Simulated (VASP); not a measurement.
# Si2IrPd2 (P4/mmm) in VASP: single point with PBE

Aim: the single point of Si2IrPd2 with PBE.

All numbers are computed with VASP 6.6.1; they aren't measurements. Logs are shortened: lines on timing, memory, paths and dates and some standing lists are left out, and cuts for length are marked.

### Step 1. The cell of the first run

It takes space group P4/mmm (No. 123, tetragonal). Conventional cell: a = 4.409 Å, b = 4.409 Å, c = 4.681 Å, α = 90.00°, β = 90.00°, γ = 90.00°. Si (site symmetry mmm) has 4 Pd at 2.49 Å and 4 Si at 3.12 Å and 4 Ir at 3.22 Å within 3.3 Å. Within 3.0 Å of Pd (site symmetry 4mm) lie 2 Pd at 2.30 to 2.38 Å and 4 Si at 2.49 Å. Ir (site symmetry 4/mmm) has 8 Si at 3.22 Å and 8 Pd at 3.34 Å within 4.2 Å.

### Step 2. Single point, PBE

Contents of INCAR:

```
  PREC = Accurate
  ENCUT = 520
  EDIFF = 1E-6
  ISMEAR = 0
  SIGMA = 0.1
  LREAL = F
  LASPH = T
  NELM = 60
  ALGO = Normal
  ISIF = 2
  LWAVE = F
  LCHARG = T
  GGA = PE
  LELF = T
  LVHAR = T
  NBANDS = 26
```

Contents of KPOINTS:

```
Automatic mesh
0
Gamma
  4 4 4
```

Contents of POSCAR:

```
Si2IrPd2
1.0
    4.4091612000      0.0000000000      0.0000000000
    0.0000000000      4.4091612000      0.0000000000
    0.0000000000      0.0000000000      4.6808535000
Si Pd Ir
2 2 1
Direct
    0.0000000000      0.5000000000      0.5000000000
    0.5000000000      0.0000000000      0.5000000000
    0.0000000000      0.0000000000      0.7458614200
    0.0000000000      0.0000000000      0.2541385800
    0.5000000000      0.5000000000      0.0000000000
```

Potentials or basis: VASP PAW PBE potentials, release 64 (Si, Pd, Ir).

On the command line:

```
$ cat potpaw_PBE.64/Si/POTCAR potpaw_PBE.64/Pd/POTCAR potpaw_PBE.64/Ir/POTCAR > POTCAR
$ mpirun -np 1 vasp_std > vasp.out
```

OUTCAR:

```text
PREC = Accurate
   ENCUT = 520
   EDIFF = 1E-6
   ISMEAR = 0
   LREAL = F
   LASPH = T
   NELM = 60
   ISIF = 2
   GGA = PE

 ion  position               nearest neighbor table
   1  0.000  0.500  0.500-   3 2.49   4 2.49   3 2.49   4 2.49   2 3.12   2 3.12   2 3.12   2 3.12
                             5 3.22   5 3.22   5 3.22   5 3.22
   2  0.500  0.000  0.500-   3 2.49   4 2.49   3 2.49   4 2.49   1 3.12   1 3.12   1 3.12   1 3.12
                             5 3.22   5 3.22   5 3.22   5 3.22
   3  0.000  0.000  0.746-   4 2.30   4 2.38   2 2.49   1 2.49   1 2.49   2 2.49   5 3.34   5 3.34
                             5 3.34   5 3.34
   4  0.000  0.000  0.254-   3 2.30   3 2.38   1 2.49   2 2.49   1 2.49   2 2.49   5 3.34   5 3.34
                             5 3.34   5 3.34
   5  0.500  0.500  0.000-   1 3.22   2 3.22   1 3.22   2 3.22   2 3.22   2 3.22   1 3.22   1 3.22
                             4 3.34   4 3.34   3 3.34   3 3.34   4 3.34   3 3.34   3 3.34   4 3.34

  LATTYP: Found a simple tetragonal cell.
 ALAT       =     4.4091612000
 C/A-ratio  =     1.0616199517

  Lattice vectors:

 A1 = (   4.4091612000,   0.0000000000,   0.0000000000)
 A2 = (   0.0000000000,   4.4091612000,   0.0000000000)
 A3 = (   0.0000000000,   0.0000000000,   4.6808535000)

Analysis of symmetry for initial positions (statically):
=====================================================================
 Subroutine PRICEL returns:
 Original cell was already a primitive cell.

 Routine SETGRP: Setting up the symmetry group for a
 simple tetragonal supercell.

 Subroutine GETGRP returns: Found 16 space group operations
 (whereof 16 operations were pure point group operations)
 out of a pool of 16 trial point group operations.

The static configuration has the point symmetry D_4h.

Analysis of symmetry for dynamics (positions and initial velocities):
=====================================================================
 Subroutine PRICEL returns:
 Original cell was already a primitive cell.

 Routine SETGRP: Setting up the symmetry group for a
 simple tetragonal supercell.

 Subroutine GETGRP returns: Found 16 space group operations
 (whereof 16 operations were pure point group operations)
 out of a pool of 16 trial point group operations.

The dynamic configuration has the point symmetry D_4h.

 Subroutine INISYM returns: Found 16 space group operations
 (whereof 16 operations are pure point group operations),
 and found     1 'primitive' translations

----------------------------------------------------------------------------------------

                                     Primitive cell

  volume of cell :      90.9991

  direct lattice vectors                    reciprocal lattice vectors
     4.409161200  0.000000000  0.000000000     0.226800508  0.000000000  0.000000000
     0.000000000  4.409161200  0.000000000     0.000000000  0.226800508  0.000000000
     0.000000000  0.000000000  4.680853500     0.000000000  0.000000000  0.213636252

  length of vectors
     4.409161200  4.409161200  4.680853500     0.226800508  0.226800508  0.213636252

  position of ions in fractional coordinates (direct lattice)
     0.000000000  0.500000000  0.500000000
     0.500000000  0.000000000  0.500000000
     0.000000000  0.000000000  0.745861420
     0.000000000  0.000000000  0.254138580
     0.500000000  0.500000000  0.000000000

  ion indices of the primitive-cell ions
   primitive index   ion index
                 1           1
                 2           2
                 3           3
                 4           4
                 5           5

----------------------------------------------------------------------------------------

 KPOINTS: Automatic mesh

Automatic generation of k-mesh.
 Grid dimensions read from file:
 generate k-points for:    4    4    4

 Generating k-lattice:

  Cartesian coordinates                     Fractional coordinates (reciprocal lattice)
     0.056700127  0.000000000  0.000000000     0.250000000  0.000000000  0.000000000
     0.000000000  0.056700127  0.000000000     0.000000000  0.250000000  0.000000000
     0.000000000  0.000000000  0.053409063     0.000000000  0.000000000  0.250000000

  Length of vectors
     0.056700127  0.056700127  0.053409063

  Shift w.r.t. Gamma in fractional coordinates (k-lattice)
     0.000000000  0.000000000  0.000000000

 Subroutine IBZKPT returns following result:
 ===========================================

 Found     18 irreducible k-points:

 Following reciprocal coordinates:
            Coordinates               Weight
  0.000000  0.000000  0.000000      1.000000
  0.250000  0.000000  0.000000      4.000000
  0.500000  0.000000  0.000000      2.000000
  0.250000  0.250000  0.000000      4.000000
  0.500000  0.250000  0.000000      4.000000
  0.500000  0.500000  0.000000      1.000000
[... 10 lines left out ...]
  0.500000  0.250000  0.500000      4.000000
  0.500000  0.500000  0.500000      1.000000
   k-points           NKPTS =     18   k-points in BZ     NKDIM =     18   number of bands    NBANDS=     26
   number of dos      NEDOS =    301   number of ions     NIONS =      5
   total plane-waves  NPLWV =  46656
   dimension x,y,z NGX =    36 NGY =   36 NGZ =   36
   dimension x,y,z NGXF=    72 NGYF=   72 NGZF=   72
   ions per type =               2   2   1
   NGX,Y,Z   is equivalent  to a cutoff of  13.57, 13.57, 12.79 a.u.
   NGXF,Y,Z  is equivalent  to a cutoff of  27.15, 27.15, 25.57 a.u.
 SYSTEM =  unknown system
   PREC   = accura    normal or accurate (medium, high low for compatibility)
   ISTART =      0    job   : 0-new  1-cont  2-samecut
   ICHARG =      2    charge: 1-file 2-atom 10-const
   ISPIN  =      1    spin polarized calculation?
   LNONCOLLINEAR =      F non collinear calculations
   LSORBIT =      F    spin-orbit coupling
   LASPH  =      T    aspherical Exc in radial PAW
   ENCUT  =  520.0 eV  38.22 Ry    6.18 a.u.   8.20  8.20  8.70*2*pi/ulx,y,z
   NELM   =     60;   NELMIN=  2; NELMDL= -5     # of ELM steps
   EDIFF  = 0.1E-05   stopping-criterion for ELM
   LREAL  =      F    real-space projection
   EDIFFG = 0.1E-04   stopping-criterion for IOM
   NSW    =      0    number of steps for IOM
   IBRION =     -1    ionic relax: 0-MD 1-quasi-New 2-CG
   NFREE  =      0    steps in history (QN), initial steepest desc. (CG)
   ISIF   =      2    stress and relaxation
   ISYM   =      2    0-nonsym 1-usesym 2-fastsym
   POTIM  = 0.5000    time-step for ionic-motion
   TEBEG  =    0.0;   TEEND  =   0.0 temperature during run
   PSTRESS=    0.0 pullay stress
   NELECT =      37.0000    total number of electrons
   NUPDOWN=      -1.0000    fix difference up-down
   EMIN   =  10.00;   EMAX   =-10.00  energy-range for DOS
   EFERMI =   0.00;   METHOD = LEGACY
   ISMEAR =     0;   SIGMA  =   0.10  broadening in eV -4-tet -1-fermi 0-gaus
   EFERMI_NEDOS =   21; number of points for ismear=-14 and -15
   IALGO  =     38    algorithm
   IMIX   =      4    mixing-type and parameters
     AMIX     =   0.40;   BMIX     =  1.00
     AMIX_MAG =   1.60;   BMIX_MAG =  1.00
  volume/ion in A,a.u.               =      18.20       122.82
  Fermi-wavevector in a.u.,A,eV,Ry     =   1.212820  2.291898 20.013255  1.470933
  Thomas-Fermi vector in A             =   2.348292
   LORBIT       =      0    0 simple, 1 ext, 2 COOP (PROOUT), +10 PAW based schemes
   GGA     = PE    functional components
   LHFCALC =     F    Hartree Fock is set to
   AEXX    =    0.0000 exact exchange contribution
   IVDW    =     0    specifies the selected vdW correction
   LEPSILON=     F    determine dielectric tensor
   LRPA    =     F    only Hartree local field effects (RPA)
 non-spin polarized calculation
 Gauss-broadening in eV      SIGMA  =   0.10
  energy-cutoff  :      520.00
  volume of cell :       91.00
 maximum number of plane-waves:      2488
 NGX is ok and might be reduce to    36
   NGX = 17   NGY = 17   NGZ = 17

 number of electron      36.9999999 magnetization

 Free energy of the ion-electron system (eV)
  ---------------------------------------------------
  ext. energy  EPLUGINS =         0.00000000
  ---------------------------------------------------
  free energy    TOTEN  =       -26.67659324 eV

  energy without entropy =      -26.66329574  energy(sigma->0) =      -26.66994449

 E-fermi :   7.1128     XC(G=0): -11.2436

 val. band max:        7.0820483501   @ k =   0.0000   0.0000   0.0000
 cond. band min:       7.1158400029   @ k =   0.5000   0.5000   0.2500
 fundamental gap:      0.0337916528
 Fermi energy:         7.1128137490

 k-point     1 :       0.0000    0.0000    0.0000
  band No.  band energies     occupation
      1      -3.4257      2.00000
      2      -0.0316      2.00000
      3       0.8661      2.00000
      4       0.9991      2.00000
      5       0.9991      2.00000
      6       3.0805      2.00000
[... 18 lines left out ...]
     25      11.1893      0.00000
     26      14.6533      0.00000

 k-point     2 :       0.2500    0.0000    0.0000
  band No.  band energies     occupation
      1      -2.9956      2.00000
      2      -0.6148      2.00000
      3       0.8283      2.00000
      4       1.0548      2.00000
      5       1.4286      2.00000
      6       2.9169      2.00000
[... 18 lines left out ...]
     25      11.5562      0.00000
     26      12.5792      0.00000

 k-point     3 :       0.5000    0.0000    0.0000
  band No.  band energies     occupation
      1      -1.9425      2.00000
      2      -1.7926      2.00000
      3       0.8603      2.00000
      4       1.1209      2.00000
      5       1.9797      2.00000
      6       2.5679      2.00000
[... 18 lines left out ...]
     25      10.9323      0.00000
     26      14.1704      0.00000

 k-point     4 :       0.2500    0.2500    0.0000
  band No.  band energies     occupation
      1      -2.5898      2.00000
      2      -0.7259      2.00000
      3       0.5581      2.00000
      4       1.2972      2.00000
      5       1.6571      2.00000
      6       2.2094      2.00000
[... 18 lines left out ...]
     25      11.6753      0.00000
     26      13.5880      0.00000

 k-point     5 :       0.5000    0.2500    0.0000
  band No.  band energies     occupation
      1      -1.6149      2.00000
      2      -1.5330      2.00000
      3       0.5417      2.00000
      4       1.4509      2.00000
      5       1.6010      2.00000
      6       2.5486      2.00000
[... 18 lines left out ...]
     25      11.9097      0.00000
     26      13.0925      0.00000

 k-point     6 :       0.5000    0.5000    0.0000
  band No.  band energies     occupation
      1      -1.1694      2.00000
      2      -1.1694      2.00000
      3       0.2110      2.00000
      4       0.9627      2.00000
      5       2.0143      2.00000
      6       2.6392      2.00000
[... 253 lines left out ...]
 k-point    15 :       0.5000    0.0000    0.5000
  band No.  band energies     occupation
      1      -1.6692      2.00000
      2      -1.4838      2.00000
      3       1.8099      2.00000
      4       2.4512      2.00000
      5       2.6272      2.00000
      6       2.7372      2.00000
[... 18 lines left out ...]
     25      12.5121      0.00000
     26      13.5627      0.00000

 k-point    16 :       0.2500    0.2500    0.5000
  band No.  band energies     occupation
      1      -2.2017      2.00000
      2      -0.5974      2.00000
      3       1.5610      2.00000
      4       2.0510      2.00000
      5       2.4270      2.00000
      6       2.7431      2.00000
[... 18 lines left out ...]
     25      12.4994      0.00000
     26      13.4614      0.00000

 k-point    17 :       0.5000    0.2500    0.5000
  band No.  band energies     occupation
      1      -1.4216      2.00000
      2      -1.3246      2.00000
      3       1.7310      2.00000
      4       2.2808      2.00000
      5       2.7743      2.00000
      6       2.9285      2.00000
[... 18 lines left out ...]
     25      12.3128      0.00000
     26      15.5879      0.00000

 k-point    18 :       0.5000    0.5000    0.5000
  band No.  band energies     occupation
      1      -1.1322      2.00000
      2      -1.1322      2.00000
      3       1.6493      2.00000
      4       1.8074      2.00000
      5       3.0280      2.00000
      6       3.1820      2.00000
[... 18 lines left out ...]
     25      14.0962      0.00000
     26      16.3398      0.00000

------------------------ aborting loop because EDIFF is reached ----------------------------------------

  FORCE on cell =-STRESS in cart. coord.  units (eV):
  Direction    XX          YY          ZZ          XY          YZ          ZX
  --------------------------------------------------------------------------------------
  -------------------------------------------------------------------------------------
  Total      -10.4915901    -10.4915901     10.8070774      0.0000000      0.0000000     -0.0000000
  in kB     -184.7204149   -184.7204149    190.2750489      0.0000000      0.0000000     -0.0000000
  external PRESSURE =     -59.7219270 kB  Pullay stress =       0.0000000 kB

 VOLUME and BASIS-vectors are now :
 -----------------------------------------------------------------------------
  energy-cutoff  :      520.00
  volume of cell :       91.00
      direct lattice vectors                 reciprocal lattice vectors
     4.409161200  0.000000000  0.000000000     0.226800508  0.000000000  0.000000000
     0.000000000  4.409161200  0.000000000     0.000000000  0.226800508  0.000000000
     0.000000000  0.000000000  4.680853500     0.000000000  0.000000000  0.213636252

 POSITION                                       TOTAL-FORCE (eV/Angst)
 -----------------------------------------------------------------------------------
      0.00000      2.20458      2.34043        -0.000000      0.000000      0.000000
      2.20458      0.00000      2.34043        -0.000000      0.000000      0.000000
      0.00000      0.00000      3.49127         0.000000     -0.000000      3.148731
      0.00000      0.00000      1.18959        -0.000000      0.000000     -3.148731
      2.20458      2.20458      0.00000        -0.000000      0.000000      0.000000
 -----------------------------------------------------------------------------------
    total drift:                                0.000000      0.000000      0.000000

  FREE ENERGIE OF THE ION-ELECTRON SYSTEM (eV)
  ---------------------------------------------------
  free  energy   TOTEN  =       -26.6765932401 eV

  energy  without entropy=      -26.6632957367  energy(sigma->0) =      -26.66994449
```

It took 33 s on 1 thread of Intel Xeon 6975P-C, shared host; peak memory 0.23 GiB.

Results:

```yaml
Free_energy: -26.6766 eV
Pressure: -6.0 GPa
Largest_force: 3.149 eV/Å
```

Forces on the atoms (eV/Å):
```
Si   0.000  0.000  0.000
Si   0.000  0.000  0.000
Pd   0.000  0.000  3.149
Pd   0.000  0.000 -3.149
Ir   0.000  0.000  0.000
```

Caveat: spin-orbit coupling is left out, which moves the levels of the heavy elements; forces of over 1 eV/Å act on the atoms, so gaps and moduli don't describe the material at rest.
